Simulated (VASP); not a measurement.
# Al4Co (Pm-3m) in VASP: further runs

The runs below take Al4Co through single point, relaxation of cell and atoms, with PBE.

Everything below comes from runs of VASP 6.6.1. Logs are shortened: lines on timing, memory, paths and dates and some standing lists are left out, and cuts for length are marked.

### Step 1. The cell of the first run

Symmetry: Pm-3m, No. 221, cubic system. The conventional cell has a = 4.149 Å, b = 4.149 Å, c = 4.149 Å, α = 90.00°, β = 90.00°, γ = 90.00°. Within 2.7 Å of Al (site symmetry 4/mmm) lie 2 Co at 2.07 Å. Within 3.9 Å of Al (site symmetry m-3m) lie 12 Al at 2.93 Å and 8 Co at 3.59 Å. Within 2.7 Å of Co (site symmetry m-3m) lie 6 Al at 2.07 Å.

### Step 2. Single point, PBE, collinear spin, ferromagnetic start

File INCAR:

```
PREC = Accurate
ENCUT = 520
EDIFF = 1E-7
ISMEAR = 0
SIGMA = 0.1
LREAL = F
LASPH = T
NELM = 150
ALGO = Normal
ISIF = 2
LWAVE = F
LCHARG = F
ISPIN = 2
MAGMOM = 0 0 0 0 3
LORBIT = 11
LMAXMIX = 4
GGA = PE
NBANDS = 22
```

File KPOINTS:

```
regular mesh
0
Gamma
  4 4 4
```

File POSCAR:

```
Al4Co
1.0
    4.1489713400      0.0000000000      0.0000000000
    0.0000000000      4.1489713400      0.0000000000
    0.0000000000      0.0000000000      4.1489713400
Al Co
4 1
Direct
    0.5000000000      0.0000000000      0.0000000000
    0.0000000000      0.5000000000      0.0000000000
    0.0000000000      0.0000000000      0.5000000000
    0.5000000000      0.5000000000      0.5000000000
    0.0000000000      0.0000000000      0.0000000000
```

Potentials or basis: VASP PAW PBE potentials, release 64 (Al, Co).

Launch:

```bash
$ cat potpaw_PBE.64/Al/POTCAR potpaw_PBE.64/Co/POTCAR > POTCAR
$ mpirun -np 1 vasp_std > vasp.out
```

OUTCAR:

```text
PREC = Accurate
   ENCUT = 520
   EDIFF = 1E-7
   ISMEAR = 0
   LREAL = F
   LASPH = T
   NELM = 150
   ISIF = 2
   ISPIN = 2
   LORBIT = 11
   GGA = PE

 ion  position               nearest neighbor table
   1  0.500  0.000  0.000-   5 2.07   5 2.07   4 2.93   2 2.93   3 2.93   4 2.93   2 2.93   4 2.93
                             4 2.93   2 2.93   3 2.93   3 2.93   3 2.93   2 2.93
   2  0.000  0.500  0.000-   5 2.07   5 2.07   4 2.93   1 2.93   3 2.93   4 2.93   1 2.93   3 2.93
                             3 2.93   3 2.93   1 2.93   4 2.93   4 2.93   1 2.93
   3  0.000  0.000  0.500-   5 2.07   5 2.07   4 2.93   1 2.93   1 2.93   2 2.93   2 2.93   2 2.93
                             4 2.93   2 2.93   1 2.93   4 2.93   1 2.93   4 2.93
   4  0.500  0.500  0.500-   1 2.93   2 2.93   3 2.93   1 2.93   2 2.93   1 2.93   3 2.93   1 2.93
                             2 2.93   3 2.93   2 2.93   3 2.93
   5  0.000  0.000  0.000-   1 2.07   2 2.07   3 2.07   3 2.07   2 2.07   1 2.07

  LATTYP: Found a simple cubic cell.
 ALAT       =     4.1489713400

  Lattice vectors:

 A1 = (   4.1489713400,   0.0000000000,   0.0000000000)
 A2 = (   0.0000000000,   4.1489713400,   0.0000000000)
 A3 = (   0.0000000000,   0.0000000000,   4.1489713400)

Analysis of symmetry for initial positions (statically):
=====================================================================
 Subroutine PRICEL returns:
 Original cell was already a primitive cell.

 Routine SETGRP: Setting up the symmetry group for a
 simple cubic supercell.

 Subroutine GETGRP returns: Found 48 space group operations
 (whereof 48 operations were pure point group operations)
 out of a pool of 48 trial point group operations.

The static configuration has the point symmetry O_h .

Analysis of symmetry for dynamics (positions and initial velocities):
=====================================================================
 Subroutine PRICEL returns:
 Original cell was already a primitive cell.

 Routine SETGRP: Setting up the symmetry group for a
 simple cubic supercell.

 Subroutine GETGRP returns: Found 48 space group operations
 (whereof 48 operations were pure point group operations)
 out of a pool of 48 trial point group operations.

The dynamic configuration has the point symmetry O_h .

Analysis of structural, dynamic, and magnetic symmetry:
=====================================================================
 Subroutine PRICEL returns:
 Original cell was already a primitive cell.

 Routine SETGRP: Setting up the symmetry group for a
 simple cubic supercell.

 Subroutine GETGRP returns: Found 48 space group operations
 (whereof 48 operations were pure point group operations)
 out of a pool of 48 trial point group operations.

The overall configuration has the point symmetry O_h .

 Subroutine INISYM returns: Found 48 space group operations
 (whereof 48 operations are pure point group operations),
 and found     1 'primitive' translations

----------------------------------------------------------------------------------------

                                     Primitive cell

  volume of cell :      71.4202

  direct lattice vectors                    reciprocal lattice vectors
     4.148971340  0.000000000  0.000000000     0.241023598  0.000000000  0.000000000
     0.000000000  4.148971340  0.000000000     0.000000000  0.241023598  0.000000000
     0.000000000  0.000000000  4.148971340     0.000000000  0.000000000  0.241023598

  length of vectors
     4.148971340  4.148971340  4.148971340     0.241023598  0.241023598  0.241023598

  position of ions in fractional coordinates (direct lattice)
     0.500000000  0.000000000  0.000000000
     0.000000000  0.500000000  0.000000000
     0.000000000  0.000000000  0.500000000
     0.500000000  0.500000000  0.500000000
     0.000000000  0.000000000  0.000000000

  ion indices of the primitive-cell ions
   primitive index   ion index
                 1           1
                 2           2
                 3           3
                 4           4
                 5           5

----------------------------------------------------------------------------------------

 KPOINTS: regular mesh

Automatic generation of k-mesh.
 Grid dimensions read from file:
 generate k-points for:    4    4    4

 Generating k-lattice:

  Cartesian coordinates                     Fractional coordinates (reciprocal lattice)
     0.060255899  0.000000000  0.000000000     0.250000000  0.000000000  0.000000000
     0.000000000  0.060255899  0.000000000     0.000000000  0.250000000  0.000000000
     0.000000000  0.000000000  0.060255899     0.000000000  0.000000000  0.250000000

  Length of vectors
     0.060255899  0.060255899  0.060255899

  Shift w.r.t. Gamma in fractional coordinates (k-lattice)
     0.000000000  0.000000000  0.000000000

 Subroutine IBZKPT returns following result:
 ===========================================

 Found     10 irreducible k-points:

 Following reciprocal coordinates:
            Coordinates               Weight
  0.000000  0.000000  0.000000      1.000000
  0.250000  0.000000  0.000000      6.000000
  0.500000  0.000000  0.000000      3.000000
  0.250000  0.250000  0.000000     12.000000
  0.500000  0.250000  0.000000     12.000000
  0.500000  0.500000  0.000000      3.000000
  0.250000  0.250000  0.250000      8.000000
  0.500000  0.250000  0.250000     12.000000
  0.500000  0.500000  0.250000      6.000000
  0.500000  0.500000  0.500000      1.000000
   k-points           NKPTS =     10   k-points in BZ     NKDIM =     10   number of bands    NBANDS=     22
   number of dos      NEDOS =    301   number of ions     NIONS =      5
   total plane-waves  NPLWV =  32768
   dimension x,y,z NGX =    32 NGY =   32 NGZ =   32
   dimension x,y,z NGXF=    64 NGYF=   64 NGZF=   64
   ions per type =               4   1
   NGX,Y,Z   is equivalent  to a cutoff of  12.82, 12.82, 12.82 a.u.
   NGXF,Y,Z  is equivalent  to a cutoff of  25.64, 25.64, 25.64 a.u.
 SYSTEM =  unknown system
   PREC   = accura    normal or accurate (medium, high low for compatibility)
   ISTART =      0    job   : 0-new  1-cont  2-samecut
   ICHARG =      2    charge: 1-file 2-atom 10-const
   ISPIN  =      2    spin polarized calculation?
   LNONCOLLINEAR =      F non collinear calculations
   LSORBIT =      F    spin-orbit coupling
   LASPH  =      T    aspherical Exc in radial PAW
   ENCUT  =  520.0 eV  38.22 Ry    6.18 a.u.   7.71  7.71  7.71*2*pi/ulx,y,z
   NELM   =    150;   NELMIN=  2; NELMDL= -5     # of ELM steps
   EDIFF  = 0.1E-06   stopping-criterion for ELM
   LREAL  =      F    real-space projection
   EDIFFG = 0.1E-05   stopping-criterion for IOM
   NSW    =      0    number of steps for IOM
   IBRION =     -1    ionic relax: 0-MD 1-quasi-New 2-CG
   NFREE  =      0    steps in history (QN), initial steepest desc. (CG)
   ISIF   =      2    stress and relaxation
   ISYM   =      2    0-nonsym 1-usesym 2-fastsym
   POTIM  = 0.5000    time-step for ionic-motion
   TEBEG  =    0.0;   TEEND  =   0.0 temperature during run
   PSTRESS=    0.0 pullay stress
   NELECT =      21.0000    total number of electrons
   NUPDOWN=      -1.0000    fix difference up-down
   EMIN   =  10.00;   EMAX   =-10.00  energy-range for DOS
   EFERMI =   0.00;   METHOD = LEGACY
   ISMEAR =     0;   SIGMA  =   0.10  broadening in eV -4-tet -1-fermi 0-gaus
   EFERMI_NEDOS =   21; number of points for ismear=-14 and -15
   IALGO  =     38    algorithm
   IMIX   =      4    mixing-type and parameters
     AMIX     =   0.40;   BMIX     =  1.00
     AMIX_MAG =   1.60;   BMIX_MAG =  1.00
  volume/ion in A,a.u.               =      14.28        96.39
  Fermi-wavevector in a.u.,A,eV,Ry     =   1.088615  2.057183 16.124017  1.185082
  Thomas-Fermi vector in A             =   2.224800
   LORBIT       =     11    0 simple, 1 ext, 2 COOP (PROOUT), +10 PAW based schemes
   GGA     = PE    functional components
   LHFCALC =     F    Hartree Fock is set to
   AEXX    =    0.0000 exact exchange contribution
   IVDW    =     0    specifies the selected vdW correction
   LEPSILON=     F    determine dielectric tensor
   LRPA    =     F    only Hartree local field effects (RPA)
 spin polarized calculation
 Gauss-broadening in eV      SIGMA  =   0.10
  energy-cutoff  :      520.00
  volume of cell :       71.42
 maximum number of plane-waves:      1956
 NGX is ok and might be reduce to    32
   NGX = 15   NGY = 15   NGZ = 15

 number of electron      21.0000005 magnetization      -0.0000597

 number of electron      21.0000005 magnetization       0.0001381

 Free energy of the ion-electron system (eV)
  ---------------------------------------------------
  ext. energy  EPLUGINS =         0.00000000
  ---------------------------------------------------
  free energy    TOTEN  =       -20.14925375 eV

  energy without entropy =      -20.13032807  energy(sigma->0) =      -20.13979091

 E-fermi :   9.0706     XC(G=0): -10.7946

 val. band max:        8.9676317334   @ k =   0.5000   0.5000   0.2500
 cond. band min:       9.1038127594   @ k =   0.2500   0.2500   0.0000
 fundamental gap:      0.1361810260
 Fermi energy:         9.0706496724

 spin component 1

 k-point     1 :       0.0000    0.0000    0.0000
  band No.  band energies     occupation
      1      -2.1031      1.00000
      2       4.7118      1.00000
      3       4.7118      1.00000
      4       5.7511      1.00000
      5       5.7511      1.00000
      6       5.7511      1.00000
[... 14 lines left out ...]
     21      15.3245      0.00000
     22      18.1188      0.00000

 k-point     2 :       0.2500    0.0000    0.0000
  band No.  band energies     occupation
      1      -1.5606      1.00000
      2       2.5840      1.00000
      3       4.9083      1.00000
      4       5.7042      1.00000
      5       5.7154      1.00000
      6       5.7154      1.00000
[... 14 lines left out ...]
     21      18.1449      0.00000
     22      18.4263      0.00000
[... 158 lines left out ...]
      6       5.4409      1.00000
[... 14 lines left out ...]
     21      19.4637      0.00000
     22      19.8769      0.00000

 k-point    10 :       0.5000    0.5000    0.5000
  band No.  band energies     occupation
      1       3.7006      1.00000
      2       3.7006      1.00000
      3       3.7006      1.00000
      4       3.8838      1.00000
      5       4.1665      1.00000
      6       4.1665      1.00000
[... 14 lines left out ...]
     21      19.6102      0.00000
     22      19.6102      0.00000
 Fermi energy:         9.0706496724

 spin component 2

 k-point     1 :       0.0000    0.0000    0.0000
  band No.  band energies     occupation
      1      -2.1031      1.00000
      2       4.7119      1.00000
      3       4.7119      1.00000
      4       5.7511      1.00000
      5       5.7511      1.00000
      6       5.7511      1.00000
[... 14 lines left out ...]
     21      15.3245      0.00000
     22      18.1188      0.00000

 k-point     2 :       0.2500    0.0000    0.0000
  band No.  band energies     occupation
      1      -1.5606      1.00000
      2       2.5840      1.00000
      3       4.9084      1.00000
      4       5.7043      1.00000
      5       5.7154      1.00000
      6       5.7154      1.00000
[... 14 lines left out ...]
     21      18.1449      0.00000
     22      18.4263      0.00000
[... 173 lines left out ...]
     21      19.4637      0.00000
     22      19.8769      0.00000

 k-point    10 :       0.5000    0.5000    0.5000
  band No.  band energies     occupation
      1       3.7007      1.00000
      2       3.7007      1.00000
      3       3.7007      1.00000
      4       3.8839      1.00000
      5       4.1666      1.00000
      6       4.1666      1.00000
[... 14 lines left out ...]
     21      19.6102      0.00000
     22      19.6102      0.00000

------------------------ aborting loop because EDIFF is reached ----------------------------------------

  FORCE on cell =-STRESS in cart. coord.  units (eV):
  Direction    XX          YY          ZZ          XY          YZ          ZX
  --------------------------------------------------------------------------------------
  -------------------------------------------------------------------------------------
  Total       13.2625556     13.2625556     13.2625556      0.0000000      0.0000000      0.0000000
  in kB      297.5202255    297.5202255    297.5202255      0.0000000      0.0000000      0.0000000
  external PRESSURE =     297.5202255 kB  Pullay stress =       0.0000000 kB

 VOLUME and BASIS-vectors are now :
 -----------------------------------------------------------------------------
  energy-cutoff  :      520.00
  volume of cell :       71.42
      direct lattice vectors                 reciprocal lattice vectors
     4.148971340  0.000000000  0.000000000     0.241023598  0.000000000  0.000000000
     0.000000000  4.148971340  0.000000000     0.000000000  0.241023598  0.000000000
     0.000000000  0.000000000  4.148971340     0.000000000  0.000000000  0.241023598

 POSITION                                       TOTAL-FORCE (eV/Angst)
 -----------------------------------------------------------------------------------
      2.07449      0.00000      0.00000         0.000000      0.000000      0.000000
      0.00000      2.07449      0.00000         0.000000      0.000000      0.000000
      0.00000      0.00000      2.07449         0.000000      0.000000      0.000000
      2.07449      2.07449      2.07449         0.000000      0.000000      0.000000
      0.00000      0.00000      0.00000         0.000000      0.000000      0.000000
 -----------------------------------------------------------------------------------
    total drift:                               -0.000000      0.000000      0.000000

  FREE ENERGIE OF THE ION-ELECTRON SYSTEM (eV)
  ---------------------------------------------------
  free  energy   TOTEN  =       -20.1492537529 eV

  energy  without entropy=      -20.1303280736  energy(sigma->0) =      -20.13979091

 total charge

# of ion       s       p       d       tot
------------------------------------------
    1        0.458   0.423   0.000   0.881
    2        0.458   0.423   0.000   0.881
    3        0.458   0.423   0.000   0.881
    4        0.512   0.266   0.000   0.777
    5        0.670   0.772   7.918   9.361
--------------------------------------------------
tot          2.556   2.307   7.918  12.781

 magnetization (x)

# of ion       s       p       d       tot
------------------------------------------
    1        0.000  -0.000   0.000   0.000
    2        0.000  -0.000   0.000   0.000
    3        0.000  -0.000   0.000   0.000
    4        0.000  -0.000   0.000   0.000
    5        0.000   0.000   0.000   0.000
--------------------------------------------------
tot          0.000   0.000   0.000   0.000
```

Wall time 19 s (1 thread of Intel Xeon Platinum 8488C (Sapphire Rapids), shared host); peak memory 0.2 GiB.

What came out:

| Item | Value |
| --- | --- |
| Free energy | -20.1493 eV |
| Pressure | 29.8 GPa |
| Net moment | 0.00 μB per cell |
| Valence electrons inside the program's atomic spheres | Al 0.88, 0.78; Co 9.36 |

Caveat: the k points lie up to 0.38 Å⁻¹ apart; the starting moments collapsed, and a magnetic state may lie lower.

(Continued in part 2 of 3.)
